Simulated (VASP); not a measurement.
# Sr (Fm-3m) in VASP: a series of runs, part 2 of 2

VASP 6.6.1. Earlier steps stand in the parts before.

## (4) Relaxation of cell and atoms, PBEsol

INCAR reads:

```
SYSTEM = Sr
ALGO     = Normal         ! electronic algorithm
EDIFF    = 1E-7           ! SCF threshold, eV
EDIFFG   = -0.02          ! ionic threshold
ENCUT    = 600            ! plane-wave cutoff, eV
GGA      = PS             ! functional
IBRION   = 2              ! ionic algorithm
ISIF     = 3              ! what is computed and relaxed
ISMEAR   = -1             ! smearing method
LASPH    = .TRUE.         ! aspherical terms in the spheres
LCHARG   = .FALSE.        ! write CHGCAR
LREAL    = .FALSE.        ! projectors in reciprocal space
LWAVE    = .FALSE.        ! write WAVECAR
NELM     = 60             ! most SCF steps
NSW      = 80             ! ionic steps
PREC     = Accurate       ! precision mode
SIGMA    = 0.05           ! smearing width, eV
```

KPOINTS reads:

```
k-points
0
G
  4 4 4
  0 0 0
```

POSCAR reads:

```
Sr
1.0
    5.9279093614      0.0000000000      0.0000000000
    0.0000000000      5.9279093614      0.0000000000
    0.0000000000      0.0000000000      5.9279093614
Sr
4
Direct
    0.0000000000      0.0000000000      0.0000000000
    0.0000000000      0.5000000000      0.5000000000
    0.5000000000      0.0000000000      0.5000000000
    0.5000000000      0.5000000000      0.0000000000
```

Potentials or basis: VASP PAW PBE potentials, release 64 (Sr_sv).

On the command line:

```
$ cat potpaw_PBE.64/Sr_sv/POTCAR > POTCAR
$ mpirun -np 1 vasp_std > vasp.out
```

OUTCAR:

```text
SYSTEM = Sr
   EDIFF = 1E-7
   EDIFFG = -0.02
   ENCUT = 600
   GGA = PS
   IBRION = 2
   ISIF = 3
   ISMEAR = -1
   LASPH = .TRUE.
   LREAL = .FALSE.
   NELM = 60
   NSW = 80
   PREC = Accurate

 ion  position               nearest neighbor table
   1  0.000  0.000  0.000-   2 4.19   3 4.19   4 4.19   2 4.19   3 4.19   2 4.19   4 4.19   2 4.19
                             3 4.19   4 4.19   3 4.19   4 4.19
   2  0.000  0.500  0.500-   1 4.19   3 4.19   4 4.19   1 4.19   4 4.19   1 4.19   3 4.19   1 4.19
                             3 4.19   4 4.19   4 4.19   3 4.19
   3  0.500  0.000  0.500-   1 4.19   2 4.19   4 4.19   1 4.19   4 4.19   2 4.19   4 4.19   4 4.19
                             1 4.19   2 4.19   1 4.19   2 4.19
   4  0.500  0.500  0.000-   1 4.19   2 4.19   3 4.19   2 4.19   3 4.19   1 4.19   3 4.19   3 4.19
                             1 4.19   2 4.19   2 4.19   1 4.19

  LATTYP: Found a simple cubic cell.
 ALAT       =     5.9279093614

  Lattice vectors:

 A1 = (   5.9279093614,   0.0000000000,   0.0000000000)
 A2 = (   0.0000000000,   5.9279093614,   0.0000000000)
 A3 = (   0.0000000000,   0.0000000000,   5.9279093614)

Analysis of symmetry for initial positions (statically):
=====================================================================
 Subroutine PRICEL returns following result:

  LATTYP: Found a face centered cubic cell.
 ALAT       =     5.9279093614

  Lattice vectors:

 A1 = (   2.9639546807,  -2.9639546807,   0.0000000000)
 A2 = (   2.9639546807,   0.0000000000,   2.9639546807)
 A3 = (   0.0000000000,  -2.9639546807,   2.9639546807)

   4 primitive cells build up your supercell.

 Routine SETGRP: Setting up the symmetry group for a
 simple cubic supercell.

 Subroutine GETGRP returns: Found 48 space group operations
 (whereof 48 operations were pure point group operations)
 out of a pool of 48 trial point group operations.

The static configuration has the point symmetry O_h .

Analysis of symmetry for dynamics (positions and initial velocities):
=====================================================================
 Subroutine PRICEL returns following result:

  LATTYP: Found a face centered cubic cell.
 ALAT       =     5.9279093614

  Lattice vectors:

 A1 = (   2.9639546807,  -2.9639546807,   0.0000000000)
 A2 = (   2.9639546807,   0.0000000000,   2.9639546807)
 A3 = (   0.0000000000,  -2.9639546807,   2.9639546807)

   4 primitive cells build up your supercell.

 Routine SETGRP: Setting up the symmetry group for a
 simple cubic supercell.

 Subroutine GETGRP returns: Found 48 space group operations
 (whereof 48 operations were pure point group operations)
 out of a pool of 48 trial point group operations.

The dynamic configuration has the point symmetry O_h .

 Subroutine INISYM returns: Found 48 space group operations
 (whereof 48 operations are pure point group operations),
 and found     4 'primitive' translations

----------------------------------------------------------------------------------------

                                     Primitive cell

  volume of cell :      52.0768

[... 38 lines left out ...]

 Found     10 irreducible k-points:

 Following reciprocal coordinates:
            Coordinates               Weight
  0.000000  0.000000  0.000000      1.000000
  0.250000  0.000000  0.000000      6.000000
  0.500000  0.000000  0.000000      3.000000
  0.250000  0.250000  0.000000     12.000000
  0.500000  0.250000  0.000000     12.000000
  0.500000  0.500000  0.000000      3.000000
  0.250000  0.250000  0.250000      8.000000
  0.500000  0.250000  0.250000     12.000000
  0.500000  0.500000  0.250000      6.000000
  0.500000  0.500000  0.500000      1.000000
   k-points           NKPTS =     10   k-points in BZ     NKDIM =     10   number of bands    NBANDS=     24
   number of dos      NEDOS =    301   number of ions     NIONS =      4
   total plane-waves  NPLWV = 110592
   dimension x,y,z NGX =    48 NGY =   48 NGZ =   48
   dimension x,y,z NGXF=    96 NGYF=   96 NGZF=   96
   ions per type =               4
   NGX,Y,Z   is equivalent  to a cutoff of  13.46, 13.46, 13.46 a.u.
   NGXF,Y,Z  is equivalent  to a cutoff of  26.92, 26.92, 26.92 a.u.
 SYSTEM =  Sr
   PREC   = accura    normal or accurate (medium, high low for compatibility)
   ISTART =      0    job   : 0-new  1-cont  2-samecut
   ICHARG =      2    charge: 1-file 2-atom 10-const
   ISPIN  =      1    spin polarized calculation?
   LNONCOLLINEAR =      F non collinear calculations
   LSORBIT =      F    spin-orbit coupling
   LASPH  =      T    aspherical Exc in radial PAW
   ENCUT  =  600.0 eV  44.10 Ry    6.64 a.u.  11.84 11.84 11.84*2*pi/ulx,y,z
   NELM   =     60;   NELMIN=  2; NELMDL= -5     # of ELM steps
   EDIFF  = 0.1E-06   stopping-criterion for ELM
   LREAL  =      F    real-space projection
   EDIFFG = -.2E-01   stopping-criterion for IOM
   NSW    =     80    number of steps for IOM
   IBRION =      2    ionic relax: 0-MD 1-quasi-New 2-CG
   NFREE  =      1    steps in history (QN), initial steepest desc. (CG)
   ISIF   =      3    stress and relaxation
   ISYM   =      2    0-nonsym 1-usesym 2-fastsym
   POTIM  = 0.5000    time-step for ionic-motion
   TEBEG  =    0.0;   TEEND  =   0.0 temperature during run
   PSTRESS=    0.0 pullay stress
   NELECT =      40.0000    total number of electrons
   NUPDOWN=      -1.0000    fix difference up-down
   EMIN   =  10.00;   EMAX   =-10.00  energy-range for DOS
   EFERMI =   0.00;   METHOD = LEGACY
   ISMEAR =    -1;   SIGMA  =   0.05  broadening in eV -4-tet -1-fermi 0-gaus
   EFERMI_NEDOS =   21; number of points for ismear=-14 and -15
   IALGO  =     38    algorithm
   IMIX   =      4    mixing-type and parameters
     AMIX     =   0.40;   BMIX     =  1.00
     AMIX_MAG =   1.60;   BMIX_MAG =  1.00
  volume/ion in A,a.u.               =      52.08       351.43
  Fermi-wavevector in a.u.,A,eV,Ry     =   0.944481  1.784810 12.137003  0.892045
  Thomas-Fermi vector in A             =   2.072290
   LORBIT       =      0    0 simple, 1 ext, 2 COOP (PROOUT), +10 PAW based schemes
   GGA     = PS    functional components
   LHFCALC =     F    Hartree Fock is set to
   AEXX    =    0.0000 exact exchange contribution
   IVDW    =     0    specifies the selected vdW correction
   LEPSILON=     F    determine dielectric tensor
   LRPA    =     F    only Hartree local field effects (RPA)
 conjugate gradient relaxation of ions
 non-spin polarized calculation
  energy-cutoff  :      600.00
  volume of cell :      208.31
 maximum number of plane-waves:      6984
 NGX is ok and might be reduce to    48
   NGX = 23   NGY = 23   NGZ = 23

 number of electron      40.0000002 magnetization

 Free energy of the ion-electron system (eV)
  ---------------------------------------------------
  ext. energy  EPLUGINS =         0.00000000
  ---------------------------------------------------
  free energy    TOTEN  =        -7.40900034 eV

  energy without entropy =       -7.37515858  energy(sigma->0) =       -7.39207946

 E-fermi :   1.6708     XC(G=0):  -7.6027

 val. band max:        1.5533645490   @ k =   0.2500   0.2500   0.0000
 cond. band min:       1.7182647965   @ k =   0.5000   0.0000   0.0000
 fundamental gap:      0.1649002475
 Fermi energy:         1.6708288506

 k-point     1 :       0.0000    0.0000    0.0000
  band No.  band energies     occupation
      1     -34.7480      2.00000
      2     -34.7237      2.00000
      3     -34.7237      2.00000
      4     -34.7237      2.00000
      5     -16.8653      2.00000
      6     -16.8653      2.00000
[... 259 lines left out ...]
     23       1.8293      0.08071
     24       1.8293      0.08071

------------------------ aborting loop because EDIFF is reached ----------------------------------------

  FORCE on cell =-STRESS in cart. coord.  units (eV):
  Direction    XX          YY          ZZ          XY          YZ          ZX
  --------------------------------------------------------------------------------------
  -------------------------------------------------------------------------------------
  Total        0.0191760      0.0191760      0.0191760     -0.0000000     -0.0000000      0.0000000
  in kB        0.1474907      0.1474907      0.1474907     -0.0000000     -0.0000000      0.0000000
  external PRESSURE =       0.1474907 kB  Pullay stress =       0.0000000 kB

 VOLUME and BASIS-vectors are now :
 -----------------------------------------------------------------------------
  energy-cutoff  :      600.00
  volume of cell :      208.31
      direct lattice vectors                 reciprocal lattice vectors
     5.927909361  0.000000000  0.000000000     0.168693537  0.000000000  0.000000000
     0.000000000  5.927909361  0.000000000     0.000000000  0.168693537  0.000000000
     0.000000000  0.000000000  5.927909361     0.000000000  0.000000000  0.168693537

 POSITION                                       TOTAL-FORCE (eV/Angst)
 -----------------------------------------------------------------------------------
      0.00000      0.00000      0.00000        -0.000000      0.000000     -0.000000
      0.00000      2.96395      2.96395        -0.000000     -0.000000      0.000000
      2.96395      0.00000      2.96395         0.000000      0.000000     -0.000000
      2.96395      2.96395      0.00000         0.000000     -0.000000      0.000000
 -----------------------------------------------------------------------------------
    total drift:                                0.000000     -0.000000     -0.000000

  FREE ENERGIE OF THE ION-ELECTRON SYSTEM (eV)
  ---------------------------------------------------
  free  energy   TOTEN  =        -7.4090003422 eV

  energy  without entropy=       -7.3751585774  energy(sigma->0) =       -7.39207946

 reached required accuracy - stopping structural energy minimisation
```

Wall time 2.1 min (1 thread of AMD EPYC 7R13, shared host); peak memory 0.29 GiB.

What came out:

```yaml
Free_energy: -7.4090 eV
Pressure_after_relaxing: 0.0 GPa
```

Final structure:
```
CELL_PARAMETERS angstrom
5.92791 0.00000 0.00000
0.00000 5.92791 0.00000
0.00000 0.00000 5.92791
ATOMIC_POSITIONS crystal
Sr 0.00000 0.00000 0.00000
Sr 0.00000 0.50000 0.50000
Sr 0.50000 0.00000 0.50000
Sr 0.50000 0.50000 0.00000
```

Levels at points of the mesh, in eV from the Fermi level:
| k point | band 18 | band 19 | band 20 | band 21 | band 22 | band 23 |
| --- | --- | --- | --- | --- | --- | --- |
| (0.00, 0.00, 0.00) | -0.69 | -0.69 | -0.69 | 0.30 | 0.30 | 0.30 |
| (0.50, 0.00, 0.00) | -2.43 | 0.05 | 0.05 | 0.67 | 0.67 | 0.67 |
| (0.50, 0.50, 0.00) | -1.34 | -1.34 | -1.34 | 0.87 | 0.87 | 0.87 |
| (0.50, 0.50, 0.50) | -1.16 | -1.16 | -1.16 | 0.16 | 0.16 | 0.16 |

Caveat: the relaxation stopped at its first step, so nothing moved; the PAW data sets were made with another functional, which shifts forces and pressure a little.

## (5) Relaxation of cell and atoms, PBEsol

This run uses another cell than the first one, of 56.19 Å³/atom, 1.079 times its volume.

INCAR reads:

```
ALGO = Normal
EDIFF = 1E-7
EDIFFG = -0.02
ENCUT = 600
GGA = PS
IBRION = 2
ISIF = 3
ISMEAR = -1
LASPH = T
LCHARG = F
LREAL = F
LWAVE = F
NELM = 80
NSW = 80
PREC = Accurate
SIGMA = 0.05
```

KPOINTS reads:

```
k-points
0
Gamma
  4 4 4
```

POSCAR reads:

```
Sr
1.0
    6.0800000000      0.0000000000      0.0000000000
    0.0000000000      6.0800000000      0.0000000000
    0.0000000000      0.0000000000      6.0800000000
Sr
4
Direct
    0.0000000000      0.0000000000      0.0000000000
    0.0000000000      0.5000000000      0.5000000000
    0.5000000000      0.0000000000      0.5000000000
    0.5000000000      0.5000000000      0.0000000000
```

Potentials or basis: VASP PAW PBE potentials, release 64 (Sr_sv).

On the command line:

```
$ cat potpaw_PBE.64/Sr_sv/POTCAR > POTCAR
$ mpirun -np 1 vasp_std > vasp.out
```

OUTCAR:

```text
EDIFF = 1E-7
   EDIFFG = -0.02
   ENCUT = 600
   GGA = PS
   IBRION = 2
   ISIF = 3
   ISMEAR = -1
   LASPH = T
   LREAL = F
   NELM = 80
   NSW = 80
   PREC = Accurate

 ion  position               nearest neighbor table
   1  0.000  0.000  0.000-   2 4.30   3 4.30   4 4.30   2 4.30   3 4.30   2 4.30   4 4.30   2 4.30
                             3 4.30   4 4.30   3 4.30   4 4.30
   2  0.000  0.500  0.500-   1 4.30   3 4.30   4 4.30   1 4.30   4 4.30   1 4.30   3 4.30   1 4.30
                             3 4.30   4 4.30   4 4.30   3 4.30
   3  0.500  0.000  0.500-   1 4.30   2 4.30   4 4.30   1 4.30   4 4.30   2 4.30   4 4.30   4 4.30
                             1 4.30   2 4.30   1 4.30   2 4.30
   4  0.500  0.500  0.000-   1 4.30   2 4.30   3 4.30   2 4.30   3 4.30   1 4.30   3 4.30   3 4.30
                             1 4.30   2 4.30   2 4.30   1 4.30

  LATTYP: Found a simple cubic cell.
 ALAT       =     6.0800000000

  Lattice vectors:

 A1 = (   6.0800000000,   0.0000000000,   0.0000000000)
 A2 = (   0.0000000000,   6.0800000000,   0.0000000000)
 A3 = (   0.0000000000,   0.0000000000,   6.0800000000)

Analysis of symmetry for initial positions (statically):
=====================================================================
 Subroutine PRICEL returns following result:

  LATTYP: Found a face centered cubic cell.
 ALAT       =     6.0800000000

  Lattice vectors:

 A1 = (   3.0400000000,  -3.0400000000,   0.0000000000)
 A2 = (   3.0400000000,   0.0000000000,   3.0400000000)
 A3 = (   0.0000000000,  -3.0400000000,   3.0400000000)

   4 primitive cells build up your supercell.

 Routine SETGRP: Setting up the symmetry group for a
 simple cubic supercell.

 Subroutine GETGRP returns: Found 48 space group operations
 (whereof 48 operations were pure point group operations)
 out of a pool of 48 trial point group operations.

The static configuration has the point symmetry O_h .

Analysis of symmetry for dynamics (positions and initial velocities):
[... 113 lines left out ...]
   TEBEG  =    0.0;   TEEND  =   0.0 temperature during run
   PSTRESS=    0.0 pullay stress
   NELECT =      40.0000    total number of electrons
   NUPDOWN=      -1.0000    fix difference up-down
   EMIN   =  10.00;   EMAX   =-10.00  energy-range for DOS
   EFERMI =   0.00;   METHOD = LEGACY
   ISMEAR =    -1;   SIGMA  =   0.05  broadening in eV -4-tet -1-fermi 0-gaus
   EFERMI_NEDOS =   21; number of points for ismear=-14 and -15
   IALGO  =     38    algorithm
   IMIX   =      4    mixing-type and parameters
     AMIX     =   0.40;   BMIX     =  1.00
     AMIX_MAG =   1.60;   BMIX_MAG =  1.00
  volume/ion in A,a.u.               =      56.19       379.18
  Fermi-wavevector in a.u.,A,eV,Ry     =   0.920855  1.740164 11.537386  0.847974
  Thomas-Fermi vector in A             =   2.046207
   LORBIT       =      0    0 simple, 1 ext, 2 COOP (PROOUT), +10 PAW based schemes
   GGA     = PS    functional components
   LHFCALC =     F    Hartree Fock is set to
   AEXX    =    0.0000 exact exchange contribution
   IVDW    =     0    specifies the selected vdW correction
   LEPSILON=     F    determine dielectric tensor
   LRPA    =     F    only Hartree local field effects (RPA)
 conjugate gradient relaxation of ions
 non-spin polarized calculation
  energy-cutoff  :      600.00
  volume of cell :      224.76
 maximum number of plane-waves:      7568
 NGX is ok and might be reduce to    50
   NGX = 25   NGY = 25   NGZ = 25

--------------------------------------- Ionic step        1  -------------------------------------------

 number of electron      39.9999999 magnetization

 Free energy of the ion-electron system (eV)
  ---------------------------------------------------
  ext. energy  EPLUGINS =         0.00000000
  ---------------------------------------------------
  free energy    TOTEN  =        -7.36585256 eV

  energy without entropy =       -7.32375166  energy(sigma->0) =       -7.34480211

------------------------ aborting loop because EDIFF is reached ----------------------------------------

  FORCE on cell =-STRESS in cart. coord.  units (eV):
  Direction    XX          YY          ZZ          XY          YZ          ZX
  --------------------------------------------------------------------------------------
  -------------------------------------------------------------------------------------
  Total       -1.1412494     -1.1412494     -1.1412494     -0.0000000     -0.0000000      0.0000000
  in kB       -8.1354281     -8.1354281     -8.1354281     -0.0000000     -0.0000000      0.0000000
  external PRESSURE =      -8.1354281 kB  Pullay stress =       0.0000000 kB
[... 63 lines left out ...]
--------------------------------------- Ionic step        3  -------------------------------------------

 number of electron      40.0000001 magnetization

 Free energy of the ion-electron system (eV)
  ---------------------------------------------------
  ext. energy  EPLUGINS =         0.00000000
  ---------------------------------------------------
  free energy    TOTEN  =        -7.40936376 eV

  energy without entropy =       -7.37515446  energy(sigma->0) =       -7.39225911

 E-fermi :   1.6588     XC(G=0):  -7.5922

 val. band max:        1.5441227502   @ k =   0.2500   0.2500   0.0000
 cond. band min:       1.7088953587   @ k =   0.5000   0.0000   0.0000
 fundamental gap:      0.1647726085
 Fermi energy:         1.6587617393

 k-point     1 :       0.0000    0.0000    0.0000
  band No.  band energies     occupation
      1     -34.7660      2.00000
      2     -34.7421      2.00000
      3     -34.7421      2.00000
      4     -34.7421      2.00000
      5     -16.8814      2.00000
      6     -16.8814      2.00000
[... 290 lines left out ...]
  FREE ENERGIE OF THE ION-ELECTRON SYSTEM (eV)
  ---------------------------------------------------
  free  energy   TOTEN  =        -7.4093637649 eV

  energy  without entropy=       -7.3751544583  energy(sigma->0) =       -7.39225911

 reached required accuracy - stopping structural energy minimisation
```

OSZICAR:

```text
N       E                     dE             d eps       ncg     rms          rms(c)
DAV:   1     0.301302678396E+03    0.30130E+03   -0.19720E+04   480   0.157E+03
DAV:   2     0.182654737932E+02   -0.28304E+03   -0.28112E+03   576   0.346E+02
DAV:   3    -0.597653524999E+01   -0.24242E+02   -0.24063E+02   776   0.739E+01
[... 35 lines left out ...]
DAV:   8    -0.740936508465E+01   -0.45974E-05   -0.51949E-05   496   0.273E-02    0.239E-02
DAV:   9    -0.740936399964E+01    0.10850E-05   -0.35117E-06   608   0.650E-03    0.591E-03
DAV:  10    -0.740936382519E+01    0.17445E-06   -0.17482E-07   296   0.251E-03    0.250E-03
DAV:  11    -0.740936369067E+01    0.13452E-06   -0.58154E-08   256   0.138E-03    0.586E-04
DAV:  12    -0.740936376490E+01   -0.74231E-07   -0.25212E-08   264   0.798E-04
   3 F= -.74093638E+01 E0= -.73922591E+01  d E =-.435112E-01
```

It took 6.7 min on 1 thread of AMD EPYC 7R13, shared host; peak memory 0.35 GiB.

Results:

| Property | Result |
| --- | --- |
| Free energy | -7.4094 eV |
| Relaxed volume | 52.25 Å³/atom |
| Relaxed cell | a = 5.934 Å, b = 5.934 Å, c = 5.934 Å, α = 90.00°, β = 90.00°, γ = 90.00° |
| Space group after relaxing (to 0.05 Å) | Fm-3m (No. 225) |
| Energy gained by relaxing | 10.9 meV/atom |
| Ionic steps | 3 |
| Pressure after relaxing | 0.0 GPa |

The path:
```tsv
step	energy change (eV)	largest force (eV/Å)	pressure (GPa)	volume (Å³)
1	0.0000	0.0000	-0.81	224.76
2	-0.0348	0.0000	-0.39	215.60
3	-0.0435	0.0000	-0.03	209.00
```

Final structure:
```xyz
4
Lattice="5.9344 0.0000 0.0000 0.0000 5.9344 0.0000 0.0000 0.0000 5.9344" Properties=species:S:1:pos:R:3 pbc="T T T"
Sr    0.0000    0.0000    0.0000
Sr    0.0000    2.9672    2.9672
Sr    2.9672    0.0000    2.9672
Sr    2.9672    2.9672    0.0000
```

Caveat: the PAW data sets were made with another functional, which shifts forces and pressure a little.

## (6) The runs side by side

```csv
task,cell,cutoff (eV),pressure (GPa)
single point,"a = 5.928 Å, 4 atoms",520,0.0
relaxation of cell and atoms,"relaxed from a = 5.928 Å, 4 atoms",600,0.0
relaxation of cell and atoms,"relaxed from a = 6.080 Å, 4 atoms",600,0.0
```

Alike in all rows: level PBEsol; potentials or basis VASP PAW PBE potentials, release 64 (Sr_sv); no spin polarisation; k mesh 4 × 4 × 4; smearing fermi-dirac 0.05 eV.

Caveats: the PAW data sets were made with another functional, which shifts forces and pressure a little; the relaxation stopped at its first step, so nothing moved (some runs).

Absolute energies hang on the potentials; compare differences alone.
